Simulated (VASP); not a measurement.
# Ti (I4/mmm) in VASP: notebook

Runs on Ti. Level: PBEsol. Tasks: electric field gradients.

Program: VASP 6.6.1. These are calculated values, not measurements. Logs are shortened: lines on timing, memory, paths and dates and some standing lists are left out, and cuts for length are marked.

### Step 1. The cell of the first run

The structure is tetragonal, space group I4/mmm (No. 139). Conventional cell: a = 3.282 Å, b = 3.282 Å, c = 3.315 Å, α = 90.00°, β = 90.00°, γ = 90.00°. Ti (site symmetry 4/mmm) has 14 Ti at 2.85 to 3.31 Å within 3.8 Å.

This isn't the form of Ti at room conditions, which is hcp.

### Step 2. Electric field gradients, PBEsol (zz strain of +1 %)

Contents of INCAR:

```
SYSTEM = Ti
PREC = Accurate ; ENCUT = 400
EDIFF = 1E-8 ; ISMEAR = -1
SIGMA = 0.05 ; LREAL = .False.
LASPH = .True. ; NELM = 120
ALGO = Normal ; ISIF = 2
LWAVE = .False. ; LCHARG = .False.
GGA = PS ; LEFG = .True.
NBANDS = 12 ; GGA_COMPAT = .False.
```

Contents of KPOINTS:

```
regular mesh
0
Gamma
  14 14 14
  0 0 0
```

Contents of POSCAR:

```
Ti
1.0
   -1.6410000000      1.6410000000      1.6574100000
    1.6410000000     -1.6410000000      1.6574100000
    1.6410000000      1.6410000000     -1.6574100000
Ti
1
Direct
    0.0000000000      0.0000000000      0.0000000000
```

Potentials or basis: VASP PAW PBE potentials, release 64 (Ti_sv).

Run with:

```console
cat potpaw_PBE.64/Ti_sv/POTCAR > POTCAR
mpirun -np 1 vasp_std > vasp.out
```

OUTCAR:

```text
SYSTEM = Ti
   PREC = Accurate
   ENCUT = 400
   EDIFF = 1E-8
   ISMEAR = -1
   LREAL = .False.
   LASPH = .True.
   NELM = 120
   ISIF = 2
   GGA = PS

 ion  position               nearest neighbor table
   1  0.000  0.000  0.000-

  LATTYP: Found a body centered tetragonal cell.
 ALAT       =     3.2820000000
 C/A-ratio  =     1.0100000000

  Lattice vectors:

 A1 = (  -1.6410000000,   1.6410000000,   1.6574100000)
 A2 = (   1.6410000000,  -1.6410000000,   1.6574100000)
 A3 = (   1.6410000000,   1.6410000000,  -1.6574100000)

Analysis of symmetry for initial positions (statically):
=====================================================================
 Subroutine PRICEL returns:
 Original cell was already a primitive cell.

 Routine SETGRP: Setting up the symmetry group for a
 body centered tetragonal supercell.

 Subroutine GETGRP returns: Found 16 space group operations
 (whereof 16 operations were pure point group operations)
 out of a pool of 16 trial point group operations.

The static configuration has the point symmetry D_4h.

Analysis of symmetry for dynamics (positions and initial velocities):
=====================================================================
 Subroutine PRICEL returns:
 Original cell was already a primitive cell.

 Routine SETGRP: Setting up the symmetry group for a
 body centered tetragonal supercell.

 Subroutine GETGRP returns: Found 16 space group operations
 (whereof 16 operations were pure point group operations)
 out of a pool of 16 trial point group operations.

The dynamic configuration has the point symmetry D_4h.

 Subroutine INISYM returns: Found 16 space group operations
 (whereof 16 operations are pure point group operations),
 and found     1 'primitive' translations

----------------------------------------------------------------------------------------

                                     Primitive cell

  volume of cell :      17.8528

  direct lattice vectors                    reciprocal lattice vectors
    -1.641000000  1.641000000  1.657410000     0.000000000  0.304692261  0.301675506
     1.641000000 -1.641000000  1.657410000     0.304692261  0.000000000  0.301675506
     1.641000000  1.641000000 -1.657410000     0.304692261  0.304692261  0.000000000

  length of vectors
     2.851801169  2.851801169  2.851801169     0.428772066  0.428772066  0.430899928

  position of ions in fractional coordinates (direct lattice)
     0.000000000  0.000000000  0.000000000

  ion indices of the primitive-cell ions
   primitive index   ion index
                 1           1

----------------------------------------------------------------------------------------

 KPOINTS: regular mesh

Automatic generation of k-mesh.
 Grid dimensions read from file:
 generate k-points for:   14   14   14

 Generating k-lattice:

  Cartesian coordinates                     Fractional coordinates (reciprocal lattice)
     0.000000000  0.021763733  0.021548250     0.071428571  0.000000000  0.000000000
     0.021763733  0.000000000  0.021548250     0.000000000  0.071428571  0.000000000
     0.021763733  0.021763733  0.000000000     0.000000000  0.000000000  0.071428571

  Length of vectors
     0.030626576  0.030626576  0.030778566

  Shift w.r.t. Gamma in fractional coordinates (k-lattice)
     0.000000000  0.000000000  0.000000000

 Subroutine IBZKPT returns following result:
 ===========================================

 Found    244 irreducible k-points:

 Following reciprocal coordinates:
            Coordinates               Weight
  0.000000  0.000000  0.000000      1.000000
  0.071429  0.000000  0.000000      8.000000
  0.142857  0.000000  0.000000      8.000000
  0.214286  0.000000 -0.000000      8.000000
  0.285714  0.000000 -0.000000      8.000000
  0.357143  0.000000  0.000000      8.000000
[... 16 lines left out ...]
  0.214286  0.142857  0.000000     16.000000
  0.285714  0.142857 -0.000000     16.000000
 [... further k-points ...]
   k-points           NKPTS =    244   k-points in BZ     NKDIM =    244   number of bands    NBANDS=     12
   number of dos      NEDOS =    301   number of ions     NIONS =      1
   total plane-waves  NPLWV =   8000
   dimension x,y,z NGX =    20 NGY =   20 NGZ =   20
   dimension x,y,z NGXF=    40 NGYF=   40 NGZF=   40
   ions per type =               1
   NGX,Y,Z   is equivalent  to a cutoff of  11.66, 11.66, 11.66 a.u.
   NGXF,Y,Z  is equivalent  to a cutoff of  23.32, 23.32, 23.32 a.u.
 SYSTEM =  Ti
   PREC   = accura    normal or accurate (medium, high low for compatibility)
   ISTART =      0    job   : 0-new  1-cont  2-samecut
   ICHARG =      2    charge: 1-file 2-atom 10-const
   ISPIN  =      1    spin polarized calculation?
   LNONCOLLINEAR =      F non collinear calculations
   LSORBIT =      F    spin-orbit coupling
   LASPH  =      T    aspherical Exc in radial PAW
   ENCUT  =  400.0 eV  29.40 Ry    5.42 a.u.   4.65  4.65  4.65*2*pi/ulx,y,z
   NELM   =    120;   NELMIN=  2; NELMDL= -5     # of ELM steps
   EDIFF  = 0.1E-07   stopping-criterion for ELM
   LREAL  =      F    real-space projection
   EDIFFG = 0.1E-06   stopping-criterion for IOM
   NSW    =      0    number of steps for IOM
   IBRION =     -1    ionic relax: 0-MD 1-quasi-New 2-CG
   NFREE  =      0    steps in history (QN), initial steepest desc. (CG)
   ISIF   =      2    stress and relaxation
   ISYM   =      2    0-nonsym 1-usesym 2-fastsym
   POTIM  = 0.5000    time-step for ionic-motion
   TEBEG  =    0.0;   TEEND  =   0.0 temperature during run
   PSTRESS=    0.0 pullay stress
   NELECT =      12.0000    total number of electrons
   NUPDOWN=      -1.0000    fix difference up-down
   EMIN   =  10.00;   EMAX   =-10.00  energy-range for DOS
   EFERMI =   0.00;   METHOD = LEGACY
   ISMEAR =    -1;   SIGMA  =   0.05  broadening in eV -4-tet -1-fermi 0-gaus
   EFERMI_NEDOS =   21; number of points for ismear=-14 and -15
   IALGO  =     38    algorithm
   IMIX   =      4    mixing-type and parameters
     AMIX     =   0.40;   BMIX     =  1.00
     AMIX_MAG =   1.60;   BMIX_MAG =  1.00
  volume/ion in A,a.u.               =      17.85       120.48
  Fermi-wavevector in a.u.,A,eV,Ry     =   1.434056  2.709974 27.980620  2.056518
  Thomas-Fermi vector in A             =   2.553507
   LORBIT       =      0    0 simple, 1 ext, 2 COOP (PROOUT), +10 PAW based schemes
   GGA     = PS    functional components
   LHFCALC =     F    Hartree Fock is set to
   AEXX    =    0.0000 exact exchange contribution
   IVDW    =     0    specifies the selected vdW correction
   LEPSILON=     F    determine dielectric tensor
   LRPA    =     F    only Hartree local field effects (RPA)
 non-spin polarized calculation
  energy-cutoff  :      400.00
  volume of cell :       17.85
 maximum number of plane-waves:       336
   NGX =  9   NGY =  9   NGZ =  9

 number of electron      11.9999993 magnetization

 Free energy of the ion-electron system (eV)
  ---------------------------------------------------
  ext. energy  EPLUGINS =         0.00000000
  ---------------------------------------------------
  free energy    TOTEN  =        -8.20454545 eV

  energy without entropy =       -8.18364925  energy(sigma->0) =       -8.19409735

 E-fermi :   7.6719     XC(G=0): -11.5020

 val. band max:        7.6683110076   @ k =   0.2143   0.0714   0.0714
 cond. band min:       7.6752583867   @ k =   0.3571   0.1429   0.1429
 fundamental gap:      0.0069473792
 Fermi energy:         7.6719152537

 k-point     1 :       0.0000    0.0000    0.0000
  band No.  band energies     occupation
      1     -48.6669      2.00000
      2     -24.6567      2.00000
      3     -24.6567      2.00000
      4     -24.6556      2.00000
      5       1.8132      2.00000
      6       8.6153      0.00000
      7       8.6153      0.00000
      8       8.6827      0.00000
      9      10.3101      0.00000
     10      10.3892      0.00000
     11      24.7900      0.00000
     12      24.9627      0.00000

 k-point     2 :       0.0714    0.0000    0.0000
  band No.  band energies     occupation
      1     -48.6611      2.00000
      2     -24.6883      2.00000
      3     -24.6665      2.00000
      4     -24.6562      2.00000
      5       1.9821      2.00000
      6       8.5686      0.00000
      7       8.5944      0.00000
      8       8.7762      0.00000
      9      10.2349      0.00000
     10      10.3801      0.00000
     11      24.5712      0.00000
     12      24.8691      0.00000
[... 316 lines left out ...]
 k-point    24 :       0.2857    0.1429   -0.0000
  band No.  band energies     occupation
      1     -48.5622      2.00000
      2     -25.1555      2.00000
      3     -24.8434      2.00000
      4     -24.6945      2.00000
      5       5.2334      2.00000
      6       7.4536      1.97494
      7       7.7417      0.39694
      8      10.0970      0.00000
      9      10.6609      0.00000
     10      11.6081      0.00000
     11      18.3738      0.00000
     12      20.6807      0.00000

 [... further k-points ...]
[... 5 lines left out ...]
  --------------------------------------------------------------------------------------
  -------------------------------------------------------------------------------------
  Total       -0.9360912     -0.9360912     -0.9064731      0.0000000      0.0000000      0.0000000
  in kB      -84.0081962    -84.0081962    -81.3501565      0.0000000      0.0000000      0.0000000
  external PRESSURE =     -83.1221829 kB  Pullay stress =       0.0000000 kB

 VOLUME and BASIS-vectors are now :
 -----------------------------------------------------------------------------
  energy-cutoff  :      400.00
  volume of cell :       17.85
      direct lattice vectors                 reciprocal lattice vectors
    -1.641000000  1.641000000  1.657410000     0.000000000  0.304692261  0.301675506
     1.641000000 -1.641000000  1.657410000     0.304692261  0.000000000  0.301675506
     1.641000000  1.641000000 -1.657410000     0.304692261  0.304692261  0.000000000

 POSITION                                       TOTAL-FORCE (eV/Angst)
 -----------------------------------------------------------------------------------
      0.00000      0.00000      0.00000         0.000000      0.000000     -0.000000
 -----------------------------------------------------------------------------------
    total drift:                                0.000000     -0.000000      0.000000

  FREE ENERGIE OF THE ION-ELECTRON SYSTEM (eV)
  ---------------------------------------------------
  free  energy   TOTEN  =        -8.2045454513 eV

  energy  without entropy=       -8.1836492514  energy(sigma->0) =       -8.19409735

 Electric field gradients (V/A^2)
---------------------------------------------------------------------
 ion       V_xx      V_yy      V_zz      V_xy      V_xz      V_yz
---------------------------------------------------------------------
   1       0.009     0.009    -0.018    -0.001    -0.001    -0.001
---------------------------------------------------------------------

 Electric field gradients after diagonalization (V/A^2)
 (convention: |V_zz| > |V_xx| > |V_yy|)
----------------------------------------------------------------------
 ion       V_xx      V_yy      V_zz     asymmetry (V_yy - V_xx)/ V_zz
----------------------------------------------------------------------
   1       0.010     0.008    -0.018       0.142
----------------------------------------------------------------------

           NMR quadrupolar parameters

 Cq : quadrupolar parameter    Cq=e*Q*V_zz/h
 eta: asymmetry parameters     (V_yy - V_xx)/ V_zz
 Q  : nuclear electric quadrupole moment in mb (millibarn)
----------------------------------------------------------------------
 ion       Cq(MHz)       eta       Q (mb)
----------------------------------------------------------------------
   1      -0.000       0.142       1.000
----------------------------------------------------------------------
```

Wall time 41 s (1 thread of Intel Xeon Platinum 8375C at 2.90GHz (Ice Lake), shared host); peak memory 0.14 GiB.

What came out:

```yaml
Free_energy: -8.2045 eV
Pressure: -8.3 GPa
Band_gap_on_the_k_mesh: zero (bands 6 and 7 overlap by 1.57 eV)
Largest_electric_field_gradient_by_atom: zero within the noise of the run
```

Stress tensor (GPa, compression positive):
```
-8.40  0.00  0.00
 0.00 -8.40  0.00
 0.00  0.00 -8.14
```

Caveat: the cell differs from its parent crystal (zz strain of +1 %); the cell stands under tension; the PAW data sets were made with another functional, which shifts forces and pressure a little.

### Step 3. Electric field gradients, PBEsol (equal xx and yy strain of +1 %)

Contents of INCAR:

```
SYSTEM = Ti
ALGO = Normal
EDIFF = 1E-8
ENCUT = 400
GGA = PS
GGA_COMPAT = .False.
ISIF = 2
ISMEAR = -1
LASPH = .True.
LCHARG = .False.
LEFG = .True.
LREAL = .False.
LWAVE = .False.
NBANDS = 12
NELM = 120
PREC = Accurate
SIGMA = 0.05
```

Contents of KPOINTS:

```
k-points
0
Gamma
  14 14 14
  0 0 0
```

Contents of POSCAR:

```
Ti
1.0
   -1.6574100000      1.6574100000      1.6410000000
    1.6574100000     -1.6574100000      1.6410000000
    1.6574100000      1.6574100000     -1.6410000000
Ti
1
Direct
    0.0000000000      0.0000000000      0.0000000000
```

Potentials or basis: VASP PAW PBE potentials, release 64 (Ti_sv).

Run with:

```console
cat potpaw_PBE.64/Ti_sv/POTCAR > POTCAR
mpirun -np 1 vasp_std > vasp.out
```

OUTCAR:

```text
SYSTEM = Ti
   EDIFF = 1E-8
   ENCUT = 400
   GGA = PS
   ISIF = 2
   ISMEAR = -1
   LASPH = .True.
   LREAL = .False.
   NELM = 120
   PREC = Accurate

 ion  position               nearest neighbor table
   1  0.000  0.000  0.000-

  LATTYP: Found a body centered tetragonal cell.
 ALAT       =     3.3148200000
 C/A-ratio  =     0.9900990099

  Lattice vectors:

 A1 = (  -1.6574100000,   1.6574100000,   1.6410000000)
 A2 = (   1.6574100000,  -1.6574100000,   1.6410000000)
 A3 = (   1.6574100000,   1.6574100000,  -1.6410000000)

Analysis of symmetry for initial positions (statically):
[... 562 lines left out ...]
    total drift:                                0.000000     -0.000000      0.000000

  FREE ENERGIE OF THE ION-ELECTRON SYSTEM (eV)
  ---------------------------------------------------
  free  energy   TOTEN  =        -8.1957426148 eV

  energy  without entropy=       -8.1746598950  energy(sigma->0) =       -8.18520125

 Electric field gradients (V/A^2)
---------------------------------------------------------------------
 ion       V_xx      V_yy      V_zz      V_xy      V_xz      V_yz
---------------------------------------------------------------------
   1      -0.006    -0.006     0.012    -0.002    -0.002    -0.002
---------------------------------------------------------------------

 Electric field gradients after diagonalization (V/A^2)
 (convention: |V_zz| > |V_xx| > |V_yy|)
----------------------------------------------------------------------
 ion       V_xx      V_yy      V_zz     asymmetry (V_yy - V_xx)/ V_zz
----------------------------------------------------------------------
   1      -0.008    -0.004     0.012       0.297
----------------------------------------------------------------------

           NMR quadrupolar parameters

 Cq : quadrupolar parameter    Cq=e*Q*V_zz/h
 eta: asymmetry parameters     (V_yy - V_xx)/ V_zz
 Q  : nuclear electric quadrupole moment in mb (millibarn)
----------------------------------------------------------------------
 ion       Cq(MHz)       eta       Q (mb)
----------------------------------------------------------------------
   1       0.000       0.297       1.000
----------------------------------------------------------------------
```

stdout:

```text
POSCAR found type information on POSCAR Ti
 POSCAR found :  1 types and       1 ions
 scaLAPACK will be used
 -----------------------------------------------------------------------------
|                                                                             |
|                                                                             |
|     You enforced a specific xc type in the INCAR file but a different       |
|     I HOPE YOU KNOW WHAT YOU ARE DOING!                                     |
|                                                                             |
 -----------------------------------------------------------------------------

 LDA part: xc-table for (Slater+PW92), standard interpolation
 POSCAR, INCAR and KPOINTS ok, starting setup
 FFT: planning ... GRIDC
 FFT: planning ... GRID_SOFT
 FFT: planning ... GRID
 WAVECAR not read
 entering main loop
ion   1
```

It took 43 s on 1 thread of Intel Xeon Platinum 8375C at 2.90GHz (Ice Lake), shared host; peak memory 0.15 GiB.

What came out:

| Quantity | Value |
| --- | --- |
| Free energy | -8.1957 eV |
| Pressure | -9.1 GPa |
| Band gap on the k mesh | zero (bands 6 and 7 overlap by 1.57 eV) |
| Largest electric field gradient by atom | zero within the noise of the run |

Caveat: the cell differs from its parent crystal (equal xx and yy strain of +1 %); the cell stands under tension; the PAW data sets were made with another functional, which shifts forces and pressure a little.
